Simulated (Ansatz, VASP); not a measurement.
# Two plane-wave programs on AlNi

```
CELL_PARAMETERS angstrom
1.97672 -1.99150 0.00000
1.97672 1.99150 0.00000
0.00000 0.00000 3.16022
ATOMIC_POSITIONS crystal
Ni 0.50000 0.50000 0.50000
Al 0.00000 0.00000 0.00000
```

Alike in both runs: task single point; functional PBEsol; k mesh 10 × 10 × 9; occupations fermi-dirac, width 0.05 eV; collinear spin.

|  | VASP | Ansatz |
| --- | --- | --- |
| version | VASP 6.6.1 | Ansatz 0.2.0 |
| potentials or method | VASP PAW PBE potentials, release 64 (Ni, Al) | Ansatz PAW |
| plane-wave cutoff (eV) | 520 | 420 |
| valence electrons in the cell | 13 | 21 |

|  | VASP | Ansatz | Ansatz less VASP |
| --- | --- | --- | --- |
| gap on the k mesh at the Fermi level (eV) | none | none | - |
| pressure (GPa) | -8.3 | -8.5 | -0.15 |
| traceless stress, the component that is largest in VASP (GPa) | -4.16 | -4.02 | +0.134 |
| net moment per atom (μB) | 0.00 | 0.00 | 0.000 |

VASP's potentials were made for PBE, not for PBEsol. A gap of «none» marks a metal or a gap that the smearing closes. With one functional, cell and mesh, what is left measures potentials, basis and numerics. VASP's potentials hold 13 valence electrons a cell and Ansatz's 21, so a difference there can come from the potentials and not from the codes.
